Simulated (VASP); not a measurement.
# RbGe2 (P4_2/nmc) in VASP: single point with PBE

Aim: the single point of RbGe2 with PBE.

Everything below comes from runs of VASP 6.6.1. Logs are shortened: lines on timing, memory, paths and dates and some standing lists are left out, and cuts for length are marked.

## 1. The cell of the first run

The structure is tetragonal, space group P4_2/nmc (No. 137). The conventional cell has a = 3.773 Å, b = 3.773 Å, c = 12.627 Å, α = 90.00°, β = 90.00°, γ = 90.00°. Rb (site symmetry -4m2) has 8 Ge at 3.67 to 3.68 Å and 4 Rb at 3.77 Å within 4.8 Å. Ge (site symmetry 2mm) has 4 Ge at 2.67 Å within 3.5 Å.

## 2. Single point, PBE

INCAR

```
  PREC = Accurate
  ENCUT = 520
  EDIFF = 1E-6
  ISMEAR = 0
  SIGMA = 0.1
  LREAL = F
  LASPH = T
  NELM = 60
  ALGO = Normal
  ISIF = 2
  LWAVE = F
  LCHARG = F
  GGA = PE
  NBANDS = 46
```

KPOINTS

```
Automatic mesh
0
Gamma
  4 4 2
```

POSCAR

```
RbGe2
1.0
    3.7729168194      0.0000000000      0.0000000000
    0.0000000000      3.7729168194      0.0000000000
    0.0000000000      0.0000000000     12.6273176906
Rb Ge
2 4
Direct
    0.0000000000      0.0000000000      0.0000000000
    0.5000000000      0.5000000000      0.5000000000
    0.0000000000      0.5000000000      0.2494516206
    0.0000000000      0.5000000000      0.7494516206
    0.5000000000      0.0000000000      0.2505483794
    0.5000000000      0.0000000000      0.7505483794
```

Potentials or basis: VASP PAW PBE potentials, release 64 (Rb_sv, Ge_d).

The run is started by

```console
$ cat potpaw_PBE.64/Rb_sv/POTCAR potpaw_PBE.64/Ge_d/POTCAR > POTCAR
$ mpirun -np 1 vasp_std > vasp.out
```

OUTCAR:

```text
PREC = Accurate
   ENCUT = 520
   EDIFF = 1E-6
   ISMEAR = 0
   LREAL = F
   LASPH = T
   NELM = 60
   ISIF = 2
   GGA = PE

 ion  position               nearest neighbor table
   1  0.000  0.000  0.000-   3 3.67   6 3.67   3 3.67   6 3.67   5 3.68   4 3.68   5 3.68   4 3.68

   2  0.500  0.500  0.500-   4 3.67   5 3.67   5 3.67   4 3.67   3 3.68   6 3.68   3 3.68   6 3.68

   3  0.000  0.500  0.249-   5 2.67   5 2.67   5 2.67   5 2.67   1 3.67   1 3.67   2 3.68   2 3.68

   4  0.000  0.500  0.749-   6 2.67   6 2.67   6 2.67   6 2.67   2 3.67   2 3.67   1 3.68   1 3.68

   5  0.500  0.000  0.251-   3 2.67   3 2.67   3 2.67   3 2.67   2 3.67   2 3.67   1 3.68   1 3.68

   6  0.500  0.000  0.751-   4 2.67   4 2.67   4 2.67   4 2.67   1 3.67   1 3.67   2 3.68   2 3.68

  LATTYP: Found a simple tetragonal cell.
 ALAT       =     3.7729168194
 C/A-ratio  =     3.3468317207

  Lattice vectors:

 A1 = (   3.7729168194,   0.0000000000,   0.0000000000)
 A2 = (   0.0000000000,   3.7729168194,   0.0000000000)
 A3 = (   0.0000000000,   0.0000000000,  12.6273176906)

Analysis of symmetry for initial positions (statically):
=====================================================================
 Subroutine PRICEL returns:
 Original cell was already a primitive cell.

 Routine SETGRP: Setting up the symmetry group for a
 simple tetragonal supercell.

 Subroutine GETGRP returns: Found 16 space group operations
 (whereof  8 operations were pure point group operations)
 out of a pool of 16 trial point group operations.

The static configuration has the point symmetry D_2d.
 The point group associated with its full space group is D_4h.

Analysis of symmetry for dynamics (positions and initial velocities):
=====================================================================
 Subroutine PRICEL returns:
 Original cell was already a primitive cell.

 Routine SETGRP: Setting up the symmetry group for a
 simple tetragonal supercell.

 Subroutine GETGRP returns: Found 16 space group operations
 (whereof  8 operations were pure point group operations)
 out of a pool of 16 trial point group operations.

The dynamic configuration has the point symmetry D_2d.
 The point group associated with its full space group is D_4h.

 Subroutine INISYM returns: Found 16 space group operations
 (whereof  8 operations are pure point group operations),
 and found     1 'primitive' translations

----------------------------------------------------------------------------------------

[... 90 lines left out ...]
   NSW    =      0    number of steps for IOM
   IBRION =     -1    ionic relax: 0-MD 1-quasi-New 2-CG
   NFREE  =      0    steps in history (QN), initial steepest desc. (CG)
   ISIF   =      2    stress and relaxation
   ISYM   =      2    0-nonsym 1-usesym 2-fastsym
   POTIM  = 0.5000    time-step for ionic-motion
   TEBEG  =    0.0;   TEEND  =   0.0 temperature during run
   PSTRESS=    0.0 pullay stress
   NELECT =      74.0000    total number of electrons
   NUPDOWN=      -1.0000    fix difference up-down
   EMIN   =  10.00;   EMAX   =-10.00  energy-range for DOS
   EFERMI =   0.00;   METHOD = LEGACY
   ISMEAR =     0;   SIGMA  =   0.10  broadening in eV -4-tet -1-fermi 0-gaus
   EFERMI_NEDOS =   21; number of points for ismear=-14 and -15
   IALGO  =     38    algorithm
   IMIX   =      4    mixing-type and parameters
     AMIX     =   0.40;   BMIX     =  1.00
     AMIX_MAG =   1.60;   BMIX_MAG =  1.00
  volume/ion in A,a.u.               =      29.96       202.17
  Fermi-wavevector in a.u.,A,eV,Ry     =   1.217859  2.301419 20.179884  1.483180
  Thomas-Fermi vector in A             =   2.353165
   LORBIT       =      0    0 simple, 1 ext, 2 COOP (PROOUT), +10 PAW based schemes
   GGA     = PE    functional components
   LHFCALC =     F    Hartree Fock is set to
   AEXX    =    0.0000 exact exchange contribution
   IVDW    =     0    specifies the selected vdW correction
   LEPSILON=     F    determine dielectric tensor
   LRPA    =     F    only Hartree local field effects (RPA)
 non-spin polarized calculation
 Gauss-broadening in eV      SIGMA  =   0.10
  energy-cutoff  :      520.00
  volume of cell :      179.75
 maximum number of plane-waves:      4864
   NGX = 15   NGY = 15   NGZ = 47

 number of electron      73.9999928 magnetization

 Free energy of the ion-electron system (eV)
  ---------------------------------------------------
  ext. energy  EPLUGINS =         0.00000000
  ---------------------------------------------------
  free energy    TOTEN  =       -19.17494934 eV

  energy without entropy =      -19.15923096  energy(sigma->0) =      -19.16709015

 E-fermi :   3.0273     XC(G=0):  -8.7622

 val. band max:        2.8323278289   @ k =   0.5000   0.2500   0.0000
 cond. band min:       3.0296543177   @ k =   0.5000   0.2500   0.5000
 fundamental gap:      0.1973264889
 Fermi energy:         3.0272710634

 k-point     1 :       0.0000    0.0000    0.0000
  band No.  band energies     occupation
      1     -25.0608      2.00000
      2     -25.0605      2.00000
      3     -21.3556      2.00000
      4     -21.3556      2.00000
      5     -21.2593      2.00000
      6     -21.2593      2.00000
[... 577 lines left out ...]
     45       8.5131      0.00000
     46       8.5131      0.00000

------------------------ aborting loop because EDIFF is reached ----------------------------------------

  FORCE on cell =-STRESS in cart. coord.  units (eV):
  Direction    XX          YY          ZZ          XY          YZ          ZX
  --------------------------------------------------------------------------------------
  -------------------------------------------------------------------------------------
  Total        0.0409947      0.0409947      0.0656467      0.0000000     -0.0000000      0.0000000
  in kB        0.3654032      0.3654032      0.5851373      0.0000000     -0.0000000      0.0000000
  external PRESSURE =       0.4386479 kB  Pullay stress =       0.0000000 kB

 VOLUME and BASIS-vectors are now :
 -----------------------------------------------------------------------------
  energy-cutoff  :      520.00
  volume of cell :      179.75
      direct lattice vectors                 reciprocal lattice vectors
     3.772916819  0.000000000  0.000000000     0.265046925  0.000000000  0.000000000
     0.000000000  3.772916819  0.000000000     0.000000000  0.265046925  0.000000000
     0.000000000  0.000000000 12.627317691     0.000000000  0.000000000  0.079193383

 POSITION                                       TOTAL-FORCE (eV/Angst)
 -----------------------------------------------------------------------------------
      0.00000      0.00000      0.00000        -0.000000      0.000000      0.000000
      1.88646      1.88646      6.31366        -0.000000     -0.000000      0.000000
      0.00000      1.88646      3.14990         0.000000      0.000000      0.007786
      0.00000      1.88646      9.46356        -0.000000      0.000000      0.007786
      1.88646      0.00000      3.16375        -0.000000      0.000000     -0.007786
      1.88646      0.00000      9.47741         0.000000     -0.000000     -0.007786
 -----------------------------------------------------------------------------------
    total drift:                                0.000000      0.000000      0.000000

  FREE ENERGIE OF THE ION-ELECTRON SYSTEM (eV)
  ---------------------------------------------------
  free  energy   TOTEN  =       -19.1749493419 eV

  energy  without entropy=      -19.1592309646  energy(sigma->0) =      -19.16709015
```

OSZICAR:

```text
N       E                     dE             d eps       ncg     rms          rms(c)
DAV:   1     0.854177487814E+03    0.85418E+03   -0.35306E+04  1360   0.343E+03
DAV:   2     0.134735544676E+03   -0.71944E+03   -0.69332E+03  1120   0.927E+02
DAV:   3    -0.830610410226E+01   -0.14304E+03   -0.13983E+03  1312   0.225E+02
DAV:   4    -0.193554124999E+02   -0.11049E+02   -0.10972E+02  1464   0.677E+01
DAV:   5    -0.198152965231E+02   -0.45988E+00   -0.45892E+00  1706   0.124E+01    0.502E+00
DAV:   6    -0.194228453941E+02    0.39245E+00   -0.35773E-01  1586   0.292E+00    0.324E+00
DAV:   7    -0.191550841908E+02    0.26776E+00   -0.94017E-01  1288   0.368E+00    0.705E-01
DAV:   8    -0.191737469952E+02   -0.18663E-01   -0.15871E-01  1428   0.139E+00    0.282E-01
DAV:   9    -0.191746910451E+02   -0.94405E-03   -0.93251E-03  1556   0.352E-01    0.697E-02
DAV:  10    -0.191747820047E+02   -0.90960E-04   -0.46512E-04  1352   0.130E-01    0.379E-02
DAV:  11    -0.191749336003E+02   -0.15160E-03   -0.16173E-04  1170   0.403E-02    0.913E-03
DAV:  12    -0.191749444564E+02   -0.10856E-04   -0.24158E-05  1218   0.176E-02    0.515E-03
DAV:  13    -0.191749494562E+02   -0.49998E-05   -0.96188E-06  1064   0.123E-02    0.147E-03
DAV:  14    -0.191749493419E+02    0.11431E-06   -0.76958E-07   864   0.655E-03
   1 F= -.19174949E+02 E0= -.19167090E+02  d E =-.157184E-01
```

stdout:

```text
POSCAR found type information on POSCAR RbGe
 POSCAR found :  2 types and       6 ions
 scaLAPACK will be used
 LDA part: xc-table for (Slater+PW92), standard interpolation
 POSCAR, INCAR and KPOINTS ok, starting setup
 FFT: planning ... GRIDC
 FFT: planning ... GRID_SOFT
 FFT: planning ... GRID
 WAVECAR not read
 entering main loop
```

Run time: 42 s. Hardware: 1 thread of AMD EPYC 9R45 (Zen 5), shared host; peak memory 0.26 GiB.

Results:

```
Free energy            : -19.1749 eV
Pressure               : 0.0 GPa
Largest force          : 0.008 eV/Å
Band gap on the k mesh : zero (band 37 reaches 4.86 eV, above the bottom of band 38 at 2.03 eV)
```

Forces on the atoms (eV/Å):
```
Rb   0.000  0.000  0.000
Rb   0.000  0.000  0.000
Ge   0.000  0.000  0.008
Ge   0.000  0.000  0.008
Ge   0.000  0.000 -0.008
Ge   0.000  0.000 -0.008
```

Caveat: the k points lie up to 0.42 Å⁻¹ apart.
